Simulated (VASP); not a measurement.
Here is a VASP 6.6.1 calculation.

File INCAR:

```
SYSTEM = WC
PREC = Accurate ; ENCUT = 520
EDIFF = 1E-6 ; ISMEAR = -1
SIGMA = 0.17 ; LREAL = Auto
LASPH = .TRUE. ; NELM = 80
ALGO = Normal ; ISIF = 2
LWAVE = .FALSE. ; LCHARG = .FALSE.
GGA = PE ; IVDW = 12
NBANDS = 86
```

The input KPOINTS:

```
regular mesh
0
G
  2 2 2
  0 0 0
```

The input POSCAR:

```
WC
1.0
   -3.0267750000     -5.2425280000      0.0000000000
    4.5401630000     -2.6212640000      0.0000000000
    0.0000000000      0.0000000000      5.9236370000
W C
8 8
Direct
    0.7440386190      0.5119502297     -0.0195656824
    0.7268716995      0.4892505155      0.4858332811
    0.5289453729      0.0086557753      0.0242925081
    0.5112669485      0.0165831091      0.5097881589
    0.2526655357      0.4782783629     -0.0117664199
    0.2445488110      0.5034388033      0.4870825137
   -0.0006259816     -0.0347993465      0.0052501529
   -0.0053593580      0.0205231462      0.5170303312
    0.4770599937      0.6662433182      0.2561433120
    0.5298050962      0.7123975108      0.7541650510
    0.2404456862      0.1636450039      0.2654112668
    0.2375812104      0.1477050203      0.7317295101
   -0.0166499192      0.7162527955      0.2643814940
   -0.0259981050      0.6494942110      0.7303621069
    0.7363878517      0.1787557715      0.2604987443
    0.7854716276      0.1929767468      0.7688182108
```

Potentials or basis: VASP PAW PBE potentials, release 64 (W_sv, C).

Launch:

```bash
$ cat potpaw_PBE.64/W_sv/POTCAR potpaw_PBE.64/C/POTCAR > POTCAR
$ mpirun -np 1 vasp_std > vasp.out
```

(1) Predict the band gap on the k mesh.

(2) What does it give for the largest force?

(3) What does it give for the pressure?

Answers

(1) zero (filled and empty bands overlap).

(2) 3.931 eV/Å.

(3) -28.8 GPa.

Caveat: the k points lie up to 0.60 Å⁻¹ apart; spin-orbit coupling is left out, which moves the levels of the heavy elements; forces of over 1 eV/Å act on the atoms, so gaps and moduli don't describe the material at rest.
